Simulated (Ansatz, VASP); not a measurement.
# Two plane-wave programs on ScAl2

The input POSCAR:

```
ScAl2
1.0
    0.0000000000      3.7776526849      3.7776526849
    3.7776526849      0.0000000000      3.7776526849
    3.7776526849      3.7776526849      0.0000000000
Sc Al
2 4
Direct
    0.5000000000      0.5000000000      0.5000000000
    0.7500000000      0.7500000000      0.7500000000
    0.1250000000      0.1250000000      0.1250000000
    0.6250000000      0.1250000000      0.1250000000
    0.1250000000      0.6250000000      0.1250000000
    0.1250000000      0.1250000000      0.6250000000
```

The input INCAR.step1:

```
PREC = Accurate ; ENCUT = 520
ISMEAR = 0 ; SIGMA = 0.15
LREAL = F ; LASPH = T
NELM = 80 ; NBANDS = 26
GGA = PE ; ALGO = Normal
EDIFF = 1E-4 ; LWAVE = T
LCHARG = F
```

INCAR.step2

```
PREC = Accurate ; ENCUT = 520
EDIFF = 1E-6 ; ISMEAR = 0
SIGMA = 0.15 ; LREAL = F
LASPH = T ; NELM = 80
ALGO = Normal ; ISIF = 2
LWAVE = F ; LCHARG = F
METAGGA = R2SCAN ; LMIXTAU = T
NBANDS = 26 ; ISTART = 1
```

The input KPOINTS:

```
Automatic mesh
0
Gamma
  12 12 12
```

Input for Ansatz:

```yaml
crystal:
  lattice:
    - [0.0, 3.7776526849, 3.7776526849]
    - [3.7776526849, 0.0, 3.7776526849]
    - [3.7776526849, 3.7776526849, 0.0]
  atoms:
    - { symbol: Sc, position: [0.5, 0.5, 0.5] }
    - { symbol: Sc, position: [0.75, 0.75, 0.75] }
    - { symbol: Al, position: [0.125, 0.125, 0.125] }
    - { symbol: Al, position: [0.625, 0.125, 0.125] }
    - { symbol: Al, position: [0.125, 0.625, 0.125] }
    - { symbol: Al, position: [0.125, 0.125, 0.625] }
basis:
  ecutwfc: 500
kpoints:
  mp_grid: { grid: [12, 12, 12] }
hamiltonian:
  xc: r2scan
scf:
  occupations: { method: gaussian, width: 0.15 }
output:
  forces: true
  stress: true
  eigenvalues: true
  write_density: true
  write_potential: true
  elf: true
  volumetric_format: npy
```

Alike in both runs: task single point; functional r2SCAN; k mesh 12 × 12 × 12; occupations gaussian, width 0.15 eV; no spin polarisation.

|  | VASP | Ansatz |
| --- | --- | --- |
| version | VASP 6.6.1 | Ansatz 0.2.0 |
| potentials or method | VASP PAW PBE potentials, release 64 (Sc_sv, Al), cutoff 520 eV | scalar-relativistic, plane waves, PAW |
| valence electrons in the cell | 34 | 34 |

```tsv
	VASP	Ansatz	Ansatz less VASP
gap on the k mesh at the Fermi level (eV)	none	none	-
pressure (GPa)	0.1	0.1	-0.01
```

VASP's potentials were made for PBE, not for r2SCAN. A gap of «none» marks a metal or a gap that the smearing closes. With one functional, cell and mesh, what is left measures potentials, basis and numerics.
